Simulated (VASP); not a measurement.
# AgB2 (P6/mmm) in VASP: a series of runs

Runs on AgB2. Level: r2SCAN. Tasks: single point.

Program: VASP 6.6.1. These are calculated values, not measurements. Logs are shortened: lines on timing, memory, paths and dates and some standing lists are left out, and cuts for length are marked.

## 1. The cell of the first run

It takes space group P6/mmm (No. 191, hexagonal). The conventional cell has a = 3.027 Å, b = 3.027 Å, c = 4.064 Å, α = 90.00°, β = 90.00°, γ = 120.00°. Ag (site symmetry 6/mmm) has 12 B at 2.68 Å and 6 Ag at 3.03 Å within 3.5 Å. B (site symmetry -6m2) has 3 B at 1.75 Å within 2.3 Å.

## 2. Single point, r2SCAN

POSCAR

```
AgB2
1.0
    3.0268000000      0.0000000000      0.0000000000
   -1.5134000000      2.6212900000      0.0000000000
    0.0000000000      0.0000000000      4.0639200000
Ag B
1 2
Direct
    0.0000000000      0.0000000000      0.0000000000
    0.3333333333      0.6666666667      0.5000000000
    0.6666666667      0.3333333333      0.5000000000
```

INCAR.step1

```
SYSTEM = AgB2
PREC = Accurate
ENCUT = 520
ISMEAR = -1
SIGMA = 0.25
LREAL = .False.
LASPH = .True.
NELM = 80
NBANDS = 16
GGA = PE
ALGO = Normal
EDIFF = 1E-4
LWAVE = .True.
LCHARG = .False.
```

INCAR.step2

```
SYSTEM = AgB2
PREC = Accurate
ENCUT = 520
EDIFF = 1E-6
ISMEAR = -1
SIGMA = 0.25
LREAL = .False.
LASPH = .True.
NELM = 80
ALGO = Normal
ISIF = 2
LWAVE = .False.
LCHARG = .False.
METAGGA = R2SCAN
LMIXTAU = .True.
NBANDS = 16
ISTART = 1
```

KPOINTS

```
regular mesh
0
Gamma
  10 10 6
  0 0 0
```

Potentials or basis: VASP PAW PBE potentials, release 64 (Ag, B).

On the command line:

```sh
> cat potpaw_PBE.64/Ag/POTCAR potpaw_PBE.64/B/POTCAR > POTCAR
> cp INCAR.step1 INCAR
> mpirun -np 1 vasp_std > vasp.out
> cp INCAR.step2 INCAR
> mpirun -np 1 vasp_std > vasp.out
```

OUTCAR:

```text
SYSTEM = AgB2
   PREC = Accurate
   ENCUT = 520
   EDIFF = 1E-6
   ISMEAR = -1
   LREAL = .False.
   LASPH = .True.
   NELM = 80
   ISIF = 2
   METAGGA = R2SCAN
   ISTART = 1

 ion  position               nearest neighbor table
   1  0.000  0.000  0.000-   2 2.68   3 2.68   2 2.68   3 2.68   3 2.68   3 2.68   2 2.68   2 2.68
                             3 2.68   3 2.68   2 2.68   2 2.68
   2  0.333  0.667  0.500-   3 1.75   3 1.75   3 1.75   1 2.68   1 2.68   1 2.68   1 2.68   1 2.68
                             1 2.68
   3  0.667  0.333  0.500-   2 1.75   2 1.75   2 1.75   1 2.68   1 2.68   1 2.68   1 2.68   1 2.68
                             1 2.68

  LATTYP: Found a hexagonal cell.
 ALAT       =     3.0268000000
 C/A-ratio  =     1.3426456984

  Lattice vectors:

 A1 = (   3.0268000000,   0.0000000000,   0.0000000000)
 A2 = (  -1.5134000000,   2.6212900000,   0.0000000000)
 A3 = (   0.0000000000,   0.0000000000,   4.0639200000)

Analysis of symmetry for initial positions (statically):
=====================================================================
 Subroutine PRICEL returns:
 Original cell was already a primitive cell.

 Routine SETGRP: Setting up the symmetry group for a
 hexagonal supercell.

 Subroutine GETGRP returns: Found 24 space group operations
 (whereof 24 operations were pure point group operations)
 out of a pool of 24 trial point group operations.

The static configuration has the point symmetry D_6h.

Analysis of symmetry for dynamics (positions and initial velocities):
=====================================================================
 Subroutine PRICEL returns:
 Original cell was already a primitive cell.

 Routine SETGRP: Setting up the symmetry group for a
 hexagonal supercell.

 Subroutine GETGRP returns: Found 24 space group operations
 (whereof 24 operations were pure point group operations)
 out of a pool of 24 trial point group operations.

The dynamic configuration has the point symmetry D_6h.

 Subroutine INISYM returns: Found 24 space group operations
 (whereof 24 operations are pure point group operations),
 and found     1 'primitive' translations

----------------------------------------------------------------------------------------

                                     Primitive cell

  volume of cell :      32.2436

[... 82 lines left out ...]
   ISTART =      1    job   : 0-new  1-cont  2-samecut
   ICHARG =      0    charge: 1-file 2-atom 10-const
   ISPIN  =      1    spin polarized calculation?
   LNONCOLLINEAR =      F non collinear calculations
   LSORBIT =      F    spin-orbit coupling
   LASPH  =      T    aspherical Exc in radial PAW
   ENCUT  =  520.0 eV  38.22 Ry    6.18 a.u.   5.63  5.63  7.56*2*pi/ulx,y,z
   NELM   =     80;   NELMIN=  2; NELMDL=  0     # of ELM steps
   EDIFF  = 0.1E-05   stopping-criterion for ELM
   LREAL  =      F    real-space projection
   EDIFFG = 0.1E-04   stopping-criterion for IOM
   NSW    =      0    number of steps for IOM
   IBRION =     -1    ionic relax: 0-MD 1-quasi-New 2-CG
   NFREE  =      0    steps in history (QN), initial steepest desc. (CG)
   ISIF   =      2    stress and relaxation
   ISYM   =      2    0-nonsym 1-usesym 2-fastsym
   POTIM  = 0.5000    time-step for ionic-motion
   TEBEG  =    0.0;   TEEND  =   0.0 temperature during run
   PSTRESS=    0.0 pullay stress
   NELECT =      17.0000    total number of electrons
   NUPDOWN=      -1.0000    fix difference up-down
   EMIN   =  10.00;   EMAX   =-10.00  energy-range for DOS
   EFERMI =   0.00;   METHOD = LEGACY
   ISMEAR =    -1;   SIGMA  =   0.25  broadening in eV -4-tet -1-fermi 0-gaus
   EFERMI_NEDOS =   21; number of points for ismear=-14 and -15
   IALGO  =     38    algorithm
   IMIX   =      4    mixing-type and parameters
     AMIX     =   0.40;   BMIX     =  1.00
     AMIX_MAG =   1.60;   BMIX_MAG =  1.00
  volume/ion in A,a.u.               =      10.75        72.53
  Fermi-wavevector in a.u.,A,eV,Ry     =   1.322543  2.499244 23.798225  1.749120
  Thomas-Fermi vector in A             =   2.452216
   LORBIT       =      0    0 simple, 1 ext, 2 COOP (PROOUT), +10 PAW based schemes
   METAGGA = R2SCAN    functional components
   LHFCALC =     F    Hartree Fock is set to
   AEXX    =    0.0000 exact exchange contribution
   IVDW    =     0    specifies the selected vdW correction
   LEPSILON=     F    determine dielectric tensor
   LRPA    =     F    only Hartree local field effects (RPA)
 non-spin polarized calculation
  energy-cutoff  :      520.00
  volume of cell :       32.24
 maximum number of plane-waves:       891
 NGX is ok and might be reduce to    24
   NGX = 11   NGY = 11   NGZ = 15

 number of electron      16.9999996 magnetization

 Free energy of the ion-electron system (eV)
  ---------------------------------------------------
  ext. energy  EPLUGINS =         0.00000000
  ---------------------------------------------------
  free energy    TOTEN  =       -34.57554129 eV

  energy without entropy =      -34.41537686  energy(sigma->0) =      -34.49545907

 E-fermi :   7.0295     XC(G=0): -12.6996

 val. band max:        6.9750826198   @ k =   0.1000   0.1000   0.0000
 cond. band min:       7.0378236205   @ k =   0.2000  -0.0000   0.1667
 fundamental gap:      0.0627410007
 Fermi energy:         7.0295471311

 k-point     1 :       0.0000    0.0000    0.0000
  band No.  band energies     occupation
      1      -5.7413      2.00000
      2       1.1060      2.00000
      3       1.9228      2.00000
      4       1.9228      2.00000
      5       2.8889      2.00000
      6       2.8889      2.00000
[... 433 lines left out ...]
      3       1.2526      2.00000
      4       1.4974      2.00000
      5       2.2190      2.00000
      6       3.2854      2.00000
[... 8 lines left out ...]
     15      21.6249      0.00000
     16      23.4679      0.00000

 [... further k-points ...]
[... 5 lines left out ...]
  --------------------------------------------------------------------------------------
  -------------------------------------------------------------------------------------
  Total       -0.3616260     -0.3616272     -0.1200686      0.0000000     -0.0000000      0.0000000
  in kB      -17.9690972    -17.9691562     -5.9661777      0.0000000     -0.0000000      0.0000000
  external PRESSURE =     -13.9681437 kB  Pullay stress =       0.0000000 kB

 VOLUME and BASIS-vectors are now :
 -----------------------------------------------------------------------------
  energy-cutoff  :      520.00
  volume of cell :       32.24
      direct lattice vectors                 reciprocal lattice vectors
     3.026800000  0.000000000  0.000000000     0.330381922  0.190745778  0.000000000
    -1.513400000  2.621290000  0.000000000     0.000000000  0.381491556  0.000000000
     0.000000000  0.000000000  4.063920000     0.000000000  0.000000000  0.246067836

 POSITION                                       TOTAL-FORCE (eV/Angst)
 -----------------------------------------------------------------------------------
      0.00000      0.00000      0.00000         0.000000     -0.000000      0.000000
     -0.00000      1.74753      2.03196         0.000000     -0.000000      0.000000
      1.51340      0.87376      2.03196        -0.000000      0.000000      0.000000
 -----------------------------------------------------------------------------------
    total drift:                               -0.000000      0.000000     -0.000000

  FREE ENERGIE OF THE ION-ELECTRON SYSTEM (eV)
  ---------------------------------------------------
  free  energy   TOTEN  =       -34.5755412895 eV

  energy  without entropy=      -34.4153768597  energy(sigma->0) =      -34.49545907
```

OUTCAR.step1:

```text
SYSTEM = AgB2
   PREC = Accurate
   ENCUT = 520
   ISMEAR = -1
   LREAL = .False.
   LASPH = .True.
   NELM = 80
[... 683 lines left out ...]
      0.00000      0.00000      0.00000        -0.000000      0.000000     -0.000000
     -0.00000      1.74753      2.03196         0.000000      0.000000      0.000000
      1.51340      0.87376      2.03196        -0.000000     -0.000000     -0.000000
 -----------------------------------------------------------------------------------
    total drift:                               -0.000000      0.000000      0.000000

  FREE ENERGIE OF THE ION-ELECTRON SYSTEM (eV)
  ---------------------------------------------------
  free  energy   TOTEN  =       -14.6633929643 eV

  energy  without entropy=      -14.4885352166  energy(sigma->0) =      -14.57596409
```

It took 57 s on 1 thread of Intel Xeon Platinum 8488C (Sapphire Rapids), shared host; peak memory 0.17 GiB.

Results:

```
Free energy : -34.5755 eV
Pressure    : -1.4 GPa
```

Levels at points of the mesh, in eV from the Fermi level:
```
           k point  band 4  band 5  band 6  band 7  band 8  band 9  band 10  band 11  band 12  band 13
(0.00, 0.00, 0.00)   -5.11   -4.14   -4.14   -3.89    1.27    1.27     1.38     7.82     7.82     9.88
(0.50, 0.00, 0.00)   -5.84   -4.41   -3.63   -2.98   -1.83    2.73     3.02     4.23     6.22     8.20
(0.00, 0.00, 0.50)   -4.99   -4.99   -4.28   -4.28    0.96    0.96     8.01     9.01     9.01     9.77
(0.50, 0.00, 0.50)   -5.09   -4.25   -3.62   -2.96   -2.58   -0.49     1.43     6.74     9.97    10.06
```

Caveat: the PAW data sets were made with another functional, which shifts forces and pressure a little.

## 3. Single point, r2SCAN

POSCAR is that of step 2.

Changes to INCAR.step1 since step 2:

```diff
@@ -4,3 +4,3 @@
 ISMEAR = -1
-SIGMA = 0.25
+SIGMA = 0.15
 LREAL = .False.
```

Changes to INCAR.step2 since step 2:

```diff
@@ -3,5 +3,5 @@
 ENCUT = 520
-EDIFF = 1E-6
+EDIFF = 1E-7
 ISMEAR = -1
-SIGMA = 0.25
+SIGMA = 0.15
 LREAL = .False.
```

KPOINTS

```
Automatic mesh
0
Gamma
  10 10 6
  0 0 0
```

Potentials or basis: VASP PAW PBE potentials, release 64 (Ag, B).

On the command line:

```sh
> cat potpaw_PBE.64/Ag/POTCAR potpaw_PBE.64/B/POTCAR > POTCAR
> cp INCAR.step1 INCAR
> mpirun -np 1 vasp_std > vasp.out
> cp INCAR.step2 INCAR
> mpirun -np 1 vasp_std > vasp.out
```

Run time: 62 s. Hardware: 1 thread of Intel Xeon Platinum 8488C (Sapphire Rapids), shared host; peak memory 0.17 GiB.

Results (log left out):

- Free energy: -34.5262 eV
- Pressure: -1.5 GPa

Stress tensor (GPa, compression positive):
```
-2.07  0.00  0.00
 0.00 -2.07  0.00
 0.00  0.00 -0.39
```

Levels at points of the mesh, in eV from the Fermi level:
```
           k point  band 4  band 5  band 6  band 7  band 8  band 9  band 10  band 11  band 12  band 13
(0.00, 0.00, 0.00)   -5.08   -4.11   -4.11   -3.87    1.29    1.29     1.41     7.84     7.84     9.90
(0.50, 0.00, 0.00)   -5.81   -4.39   -3.60   -2.95   -1.82    2.75     3.04     4.25     6.24     8.22
(0.00, 0.00, 0.50)   -4.97   -4.97   -4.25   -4.25    0.98    0.98     8.03     9.02     9.02     9.78
(0.50, 0.00, 0.50)   -5.07   -4.22   -3.60   -2.94   -2.56   -0.47     1.45     6.75     9.99    10.08
```

Caveat: the PAW data sets were made with another functional, which shifts forces and pressure a little.
